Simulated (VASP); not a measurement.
# Si16O (a cell with a defect) in VASP: single point with PBE

Aim: the single point of Si16O (a cell with a defect) with PBE.

Everything below comes from runs of VASP 6.6.1. Logs are shortened: lines on timing, memory, paths and dates and some standing lists are left out, and cuts for length are marked.

**1. The cell of the first run**

The cell holds a defect, 17 atoms: a = 6.365 Å, b = 7.703 Å, c = 7.703 Å, α = 120.00°, β = 90.00°, γ = 90.00°.

**2. Single point, PBE, collinear spin (with an interstitial atom, then relaxed in part)**

Input file INCAR:

```
ALGO = Normal ; EDIFF = 1E-6
ENCUT = 520 ; GGA = PE
ISIF = 2 ; ISMEAR = 0
ISPIN = 2 ; LASPH = True
LCHARG = True ; LELF = True
LORBIT = 11 ; LREAL = Auto
LVHAR = True ; LWAVE = False
MAGMOM = 0.077 0.077 0 0.077 0.077 0 0.077 0.077 0.077 0.077 0 0.077 0.077 0 0.077 0.077 0.077 ; NBANDS = 53
NELECT = 69.0 ; NELM = 150
PREC = Accurate ; SIGMA = 0.02
```

Input file KPOINTS:

```
k-points
0
Gamma
  5 4 4
```

Input file POSCAR:

```
Si16O
1.0
    0.0000000000      0.0000000000      6.3650227274
    7.7025612697      0.0000000001      0.0000000000
   -3.8512806349      6.6706137337      0.0000000000
Si O
16 1
Direct
    0.0657434881      0.1593605846      0.3187211693
    0.0657434881      0.1593605846      0.8406394154
    0.0654793667      0.6666666667      0.3333333333
    0.0657434881      0.6812788307      0.8406394154
    0.5663484691      0.3402325911      0.1701162956
    0.5659112992      0.3333333333      0.6666666667
    0.5663484691      0.8298837044      0.1701162956
    0.5663484691      0.8298837044      0.6597674089
    0.4342565119      0.1593605846      0.3187211693
    0.4342565119      0.1593605846      0.8406394154
    0.4345206333      0.6666666667      0.3333333333
    0.4342565119      0.6812788307      0.8406394154
    0.9336515309      0.3402325911      0.1701162956
    0.9340887008      0.3333333333      0.6666666667
    0.9336515309      0.8298837044      0.1701162956
    0.9336515309      0.8298837044      0.6597674089
    0.2500000000      0.0000000000      0.0000000000
```

Potentials or basis: VASP PAW PBE potentials, release 64 (Si, O).

The run is started by

```
> cat potpaw_PBE.64/Si/POTCAR potpaw_PBE.64/O/POTCAR > POTCAR
> mpirun -np 1 vasp_std > vasp.out
```

OUTCAR:

```text
EDIFF = 1E-6
   ENCUT = 520
   GGA = PE
   ISIF = 2
   ISMEAR = 0
   ISPIN = 2
   LASPH = True
   LORBIT = 11
   LREAL = Auto
   NELECT = 69.0
   NELM = 150
   PREC = Accurate

 ion  position               nearest neighbor table
   1  0.066  0.159  0.319-   9 2.35  13 2.36  15 2.36  17 2.43  14 2.47
   2  0.066  0.159  0.841-  10 2.35  13 2.36  16 2.36  17 2.43  14 2.47
   3  0.065  0.667  0.333-  15 2.33  16 2.33  13 2.33  11 2.35
   4  0.066  0.681  0.841-  12 2.35  16 2.36  15 2.36  17 2.43  14 2.47
   5  0.566  0.340  0.170-  11 2.33  13 2.34   9 2.36  10 2.36
   6  0.566  0.333  0.667-  14 2.34  10 2.47   9 2.47  12 2.47
   7  0.566  0.830  0.170-  11 2.33  15 2.34  12 2.36   9 2.36
   8  0.566  0.830  0.660-  11 2.33  16 2.34  12 2.36  10 2.36
   9  0.434  0.159  0.319-   1 2.35   5 2.36   7 2.36  17 2.43   6 2.47
  10  0.434  0.159  0.841-   2 2.35   5 2.36   8 2.36  17 2.43   6 2.47
  11  0.435  0.667  0.333-   7 2.33   8 2.33   5 2.33   3 2.35
  12  0.434  0.681  0.841-   4 2.35   8 2.36   7 2.36  17 2.43   6 2.47
  13  0.934  0.340  0.170-   3 2.33   5 2.34   1 2.36   2 2.36
  14  0.934  0.333  0.667-   6 2.34   2 2.47   1 2.47   4 2.47
  15  0.934  0.830  0.170-   3 2.33   7 2.34   4 2.36   1 2.36
  16  0.934  0.830  0.660-   3 2.33   8 2.34   4 2.36   2 2.36
  17  0.250  0.000  0.000-   2 2.43  10 2.43   9 2.43   1 2.43   4 2.43  12 2.43

  LATTYP: Found a hexagonal cell.
 ALAT       =     7.7025612697
 C/A-ratio  =     0.8263514569

  Lattice vectors:

 A1 = (   7.7025612697,   0.0000000001,   0.0000000000)
 A2 = (  -3.8512806349,   6.6706137337,   0.0000000000)
 A3 = (   0.0000000000,   0.0000000000,   6.3650227274)

Analysis of symmetry for initial positions (statically):
=====================================================================
 Subroutine PRICEL returns:
 Original cell was already a primitive cell.

 Routine SETGRP: Setting up the symmetry group for a
 hexagonal supercell.

 Subroutine GETGRP returns: Found 12 space group operations
 (whereof  6 operations were pure point group operations)
 out of a pool of 24 trial point group operations.

The static configuration has the point symmetry C_3v.
 The point group associated with its full space group is D_3h.

Analysis of symmetry for dynamics (positions and initial velocities):
=====================================================================
 Subroutine PRICEL returns:
 Original cell was already a primitive cell.

 Routine SETGRP: Setting up the symmetry group for a
 hexagonal supercell.

 Subroutine GETGRP returns: Found 12 space group operations
 (whereof  6 operations were pure point group operations)
 out of a pool of 24 trial point group operations.

The dynamic configuration has the point symmetry C_3v.
 The point group associated with its full space group is D_3h.

Analysis of structural, dynamic, and magnetic symmetry:
=====================================================================
 Subroutine PRICEL returns:
 Original cell was already a primitive cell.

 Routine SETGRP: Setting up the symmetry group for a
 hexagonal supercell.

 Subroutine GETGRP returns: Found 12 space group operations
 (whereof  6 operations were pure point group operations)
 out of a pool of 24 trial point group operations.

The overall configuration has the point symmetry C_3v.
 The point group associated with its full space group is D_3h.

 Subroutine INISYM returns: Found 12 space group operations
 (whereof  6 operations are pure point group operations),
 and found     1 'primitive' translations

----------------------------------------------------------------------------------------

                                     Primitive cell

  volume of cell :     327.0400

  direct lattice vectors                    reciprocal lattice vectors
     0.000000000  0.000000000  6.365022727     0.000000000  0.000000000  0.157108630
     7.702561270  0.000000000  0.000000000     0.129826945  0.074955622  0.000000000
    -3.851280635  6.670613734  0.000000000    -0.000000000  0.149911244  0.000000000

  length of vectors
     6.365022727  7.702561270  7.702561270     0.157108630  0.149911244  0.149911244

  position of ions in fractional coordinates (direct lattice)
     0.065743488  0.159360585  0.318721169
     0.065743488  0.159360585  0.840639415
     0.065479367  0.666666667  0.333333333
     0.065743488  0.681278831  0.840639415
     0.566348469  0.340232591  0.170116296
     0.565911299  0.333333333  0.666666667
[... 9 lines left out ...]
     0.933651531  0.829883704  0.659767409
     0.250000000  0.000000000  0.000000000

  ion indices of the primitive-cell ions
   primitive index   ion index
                 1           1
                 2           2
                 3           3
                 4           4
                 5           5
                 6           6
[... 9 lines left out ...]
                16          16
                17          17

----------------------------------------------------------------------------------------

 KPOINTS: k-points

Automatic generation of k-mesh.
 Grid dimensions read from file:
 generate k-points for:    5    4    4

 Generating k-lattice:

  Cartesian coordinates                     Fractional coordinates (reciprocal lattice)
     0.000000000  0.000000000  0.031421726     0.200000000  0.000000000  0.000000000
     0.032456736  0.018738905  0.000000000     0.000000000  0.250000000  0.000000000
    -0.000000000  0.037477811  0.000000000     0.000000000 -0.000000000  0.250000000

  Length of vectors
     0.031421726  0.037477811  0.037477811

  Shift w.r.t. Gamma in fractional coordinates (k-lattice)
     0.000000000  0.000000000  0.000000000

 Subroutine IBZKPT returns following result:
 ===========================================

 Found     12 irreducible k-points:

 Following reciprocal coordinates:
            Coordinates               Weight
  0.000000  0.000000  0.000000      1.000000
  0.200000  0.000000  0.000000      2.000000
  0.400000  0.000000  0.000000      2.000000
  0.000000  0.250000 -0.000000      6.000000
  0.200000  0.250000 -0.000000     12.000000
  0.400000  0.250000 -0.000000     12.000000
  0.000000  0.500000 -0.000000      3.000000
  0.200000  0.500000 -0.000000      6.000000
  0.400000  0.500000 -0.000000      6.000000
  0.000000  0.250000  0.250000      6.000000
  0.200000  0.250000  0.250000     12.000000
  0.400000  0.250000  0.250000     12.000000
   k-points           NKPTS =     12   k-points in BZ     NKDIM =     12   number of bands    NBANDS=     53
   number of dos      NEDOS =    301   number of ions     NIONS =     17
   total plane-waves  NPLWV = 172800
   dimension x,y,z NGX =    48 NGY =   60 NGZ =   60
   dimension x,y,z NGXF=    96 NGYF=  120 NGZF=  120
   ions per type =              16   1
   NGX,Y,Z   is equivalent  to a cutoff of  12.54, 12.95, 12.95 a.u.
   NGXF,Y,Z  is equivalent  to a cutoff of  25.07, 25.90, 25.90 a.u.
 SYSTEM =  unknown system
   PREC   = accura    normal or accurate (medium, high low for compatibility)
   ISTART =      0    job   : 0-new  1-cont  2-samecut
   ICHARG =      2    charge: 1-file 2-atom 10-const
   ISPIN  =      2    spin polarized calculation?
   LNONCOLLINEAR =      F non collinear calculations
   LSORBIT =      F    spin-orbit coupling
   LASPH  =      T    aspherical Exc in radial PAW
   ENCUT  =  520.0 eV  38.22 Ry    6.18 a.u.  11.83 14.32 14.32*2*pi/ulx,y,z
   NELM   =    150;   NELMIN=  2; NELMDL= -5     # of ELM steps
   EDIFF  = 0.1E-05   stopping-criterion for ELM
   LREAL  =      T    real-space projection
   EDIFFG = 0.1E-04   stopping-criterion for IOM
   NSW    =      0    number of steps for IOM
[... 5 lines left out ...]
   TEBEG  =    0.0;   TEEND  =   0.0 temperature during run
   PSTRESS=    0.0 pullay stress
   NELECT =      69.0000    total number of electrons
   NUPDOWN=      -1.0000    fix difference up-down
   EMIN   =  10.00;   EMAX   =-10.00  energy-range for DOS
   EFERMI =   0.00;   METHOD = LEGACY
   ISMEAR =     0;   SIGMA  =   0.02  broadening in eV -4-tet -1-fermi 0-gaus
   EFERMI_NEDOS =   21; number of points for ismear=-14 and -15
   IALGO  =     38    algorithm
   IMIX   =      4    mixing-type and parameters
     AMIX     =   0.40;   BMIX     =  1.00
     AMIX_MAG =   1.60;   BMIX_MAG =  1.00
  volume/ion in A,a.u.               =      19.24       129.82
  Fermi-wavevector in a.u.,A,eV,Ry     =   0.974595  1.841718 12.923298  0.949836
  Thomas-Fermi vector in A             =   2.105067
   LORBIT       =     11    0 simple, 1 ext, 2 COOP (PROOUT), +10 PAW based schemes
   GGA     = PE    functional components
   LHFCALC =     F    Hartree Fock is set to
   AEXX    =    0.0000 exact exchange contribution
   IVDW    =     0    specifies the selected vdW correction
   LEPSILON=     F    determine dielectric tensor
   LRPA    =     F    only Hartree local field effects (RPA)
 spin polarized calculation
 Gauss-broadening in eV      SIGMA  =   0.02
  energy-cutoff  :      520.00
  volume of cell :      327.04
 maximum number of plane-waves:      8826
 NGX is ok and might be reduce to    48
   NGX = 23   NGY = 29   NGZ = 29

 number of electron      68.9999997 magnetization       0.0030660

 Free energy of the ion-electron system (eV)
  ---------------------------------------------------
  ext. energy  EPLUGINS =         0.00000000
  ---------------------------------------------------
  free energy    TOTEN  =       -95.82039919 eV

  energy without entropy =      -95.81902343  energy(sigma->0) =      -95.81971131

 E-fermi :   5.1137     XC(G=0):  -9.4402

 val. band max:        5.1043404066   @ k =   0.2000   0.2500   0.2500
 cond. band min:       5.1731331898   @ k =   0.0000   0.2500   0.2500
 fundamental gap:      0.0687927831
 Fermi energy:         5.1136914056

 spin component 1

 k-point     1 :       0.0000    0.0000    0.0000
  band No.  band energies     occupation
      1     -11.9675      1.00000
      2      -5.8685      1.00000
      3      -4.1765      1.00000
      4      -4.1765      1.00000
      5      -3.9097      1.00000
      6      -3.8331      1.00000
[... 577 lines left out ...]
     45       8.9524      0.00000
     46       9.1594      0.00000
 Fermi energy:         5.1136914056

 spin component 2

 k-point     1 :       0.0000    0.0000    0.0000
  band No.  band energies     occupation
      1     -11.9661      1.00000
      2      -5.8683      1.00000
      3      -4.1763      1.00000
      4      -4.1763      1.00000
      5      -3.9096      1.00000
      6      -3.8329      1.00000
[... 577 lines left out ...]
     45       8.9525      0.00000
     46       9.1595      0.00000
 [bands above 46 left out]

------------------------ aborting loop because EDIFF is reached ----------------------------------------

  FORCE on cell =-STRESS in cart. coord.  units (eV):
  Direction    XX          YY          ZZ          XY          YZ          ZX
  --------------------------------------------------------------------------------------
  -------------------------------------------------------------------------------------
  Total      -11.0293318    -11.0293318     -5.5132977     -0.0000000     -0.0000000      0.0000000
  in kB      -54.0329741    -54.0329741    -27.0097839     -0.0000000     -0.0000000      0.0000000
  external PRESSURE =     -45.0252440 kB  Pullay stress =       0.0000000 kB

 VOLUME and BASIS-vectors are now :
 -----------------------------------------------------------------------------
  energy-cutoff  :      520.00
  volume of cell :      327.04
      direct lattice vectors                 reciprocal lattice vectors
     0.000000000  0.000000000  6.365022727     0.000000000  0.000000000  0.157108630
     7.702561270  0.000000000  0.000000000     0.129826945  0.074955622  0.000000000
    -3.851280635  6.670613734  0.000000000    -0.000000000  0.149911244  0.000000000

 POSITION                                       TOTAL-FORCE (eV/Angst)
 -----------------------------------------------------------------------------------
     -0.00000      2.12607      0.41846        -0.000000      0.004812      0.004142
     -2.01005      5.60758      0.41846         0.004167     -0.002406      0.004142
      3.85128      2.22354      0.41678        -0.000000      0.000000      0.003780
      2.01005      5.60758      0.41846        -0.004167     -0.002406      0.004142
      1.96550      1.13478      3.60482        -0.002209     -0.001276      0.004139
     -0.00000      4.44708      3.60204        -0.000000      0.000000     -0.000075
[... 9 lines left out ...]
      3.85128      4.40105      5.94271        -0.000000      0.002551     -0.004139
      0.00000      0.00000      1.59126        -0.000000      0.000000      0.000000
 -----------------------------------------------------------------------------------
    total drift:                                0.000000     -0.000000      0.000000

  FREE ENERGIE OF THE ION-ELECTRON SYSTEM (eV)
  ---------------------------------------------------
  free  energy   TOTEN  =       -95.8203991918 eV

  energy  without entropy=      -95.8190234292  energy(sigma->0) =      -95.81971131

 total charge

# of ion       s       p       d       tot
------------------------------------------
    1        0.763   0.854   0.000   1.617
    2        0.763   0.854   0.000   1.617
    3        0.753   0.932   0.000   1.684
    4        0.763   0.854   0.000   1.617
    5        0.758   0.917   0.000   1.675
    6        0.783   0.841   0.000   1.624
[... 9 lines left out ...]
   16        0.758   0.917   0.000   1.675
   17        1.605   3.222   0.000   4.827
--------------------------------------------------
tot         13.804  17.392   0.000  31.196

 magnetization (x)

# of ion       s       p       d       tot
------------------------------------------
    1        0.000   0.000   0.000   0.000
    2        0.000   0.000   0.000   0.000
    3       -0.000  -0.000   0.000  -0.000
    4        0.000   0.000   0.000   0.000
    5       -0.000   0.000   0.000   0.000
    6        0.000   0.000   0.000   0.000
[... 9 lines left out ...]
   16       -0.000   0.000   0.000   0.000
   17        0.000   0.001   0.000   0.001
--------------------------------------------------
tot          0.000   0.001   0.000   0.001
```

It took 7.9 min on 1 thread of Intel Xeon 6975P-C (Granite Rapids), shared host; peak memory 0.68 GiB.

Results:

- Free energy: -95.8204 eV
- Largest force: 0.006 eV/Å
- Net moment: 0.00 μB per cell
- Valence electrons inside the program's atomic spheres: Si 1.62, 1.68 (each value once); O 4.83

Forces on the atoms (eV/Å):
```
Si   0.000  0.005  0.004
Si   0.004 -0.002  0.004
Si   0.000  0.000  0.004
Si  -0.004 -0.002  0.004
Si  -0.002 -0.001  0.004
Si   0.000  0.000  0.000
Si   0.002 -0.001  0.004
Si   0.000  0.003  0.004
Si   0.000  0.005 -0.004
Si   0.004 -0.002 -0.004
Si   0.000  0.000 -0.004
Si  -0.004 -0.002 -0.004
Si  -0.002 -0.001 -0.004
Si   0.000  0.000  0.000
Si   0.002 -0.001 -0.004
Si   0.000  0.003 -0.004
O    0.000  0.000  0.000
```

Levels at points of the mesh, in eV from the Fermi level:
Spin up:
```tsv
k point	band 32	band 33	band 34	band 35	band 36	band 37
(0.00, 0.00, 0.00)	-0.27	-0.27	0.33	0.99	0.99	1.45
(0.00, 0.50, 0.00)	-0.26	-0.22	-0.10	0.07	0.30	2.01
```
Spin down:
| k point | band 30 | band 31 | band 32 | band 33 | band 34 | band 35 | band 36 | band 37 | band 38 | band 39 |
| --- | --- | --- | --- | --- | --- | --- | --- | --- | --- | --- |
| (0.00, 0.00, 0.00) | -0.49 | -0.49 | -0.27 | -0.27 | 0.33 | 0.99 | 0.99 | 1.45 | 1.45 | 1.74 |
| (0.00, 0.50, 0.00) | -1.01 | -0.58 | -0.26 | -0.22 | -0.10 | 0.07 | 0.30 | 2.01 | 2.33 | 2.49 |

Caveat: the cell carries a net charge on a neutralising background, which shifts energy and pressure; the cell differs from its parent crystal (with an interstitial atom, then relaxed in part); the cell is charged against a uniform background, so pressure and absolute levels hang on convention.
